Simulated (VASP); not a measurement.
SmSi4:

```
Sm Si
1.0
    -3.15120    3.15120    3.15120
     3.15120   -3.15120    3.15120
     3.15120    3.15120   -3.15120
Sm Si
1 4
Cartesian
  0.0000 0.0000 0.0000
  1.5756 1.5756 1.5756
  -1.5756 1.5756 1.5756
  1.5756 1.5756 -1.5756
  1.5756 -1.5756 1.5756
```

Base run:

* Program: VASP 6.6.1
* Functional: PBE
* Dispersion: D4
* Potentials or basis: VASP PAW PBE potentials, release 64 (Sm_3, Si), 4f in core
* Cutoff: 500 eV
* k mesh: 8 × 8 × 8
* Occupations: gaussian, width 0.1 eV
* Spin: no spin polarisation

Its results: band gap on the k mesh zero (an odd number of electrons rules out a gap without spin polarisation); pressure -1.9 GPa.

**Question.** The run is repeated on the same cell with these changes: dispersion from D4 to none. What comes out?

**Answer.** Band gap on the k mesh zero (an odd number of electrons rules out a gap without spin polarisation); pressure 0.4 GPa.

Dispersion adds attraction, which lowers the pressure at fixed volume and, as a term added to the energy, leaves the levels alone.

Caveats: spin-orbit coupling is left out, which moves the levels of the heavy elements; the 4f electrons are frozen in the core, so they carry no moment and show no levels.
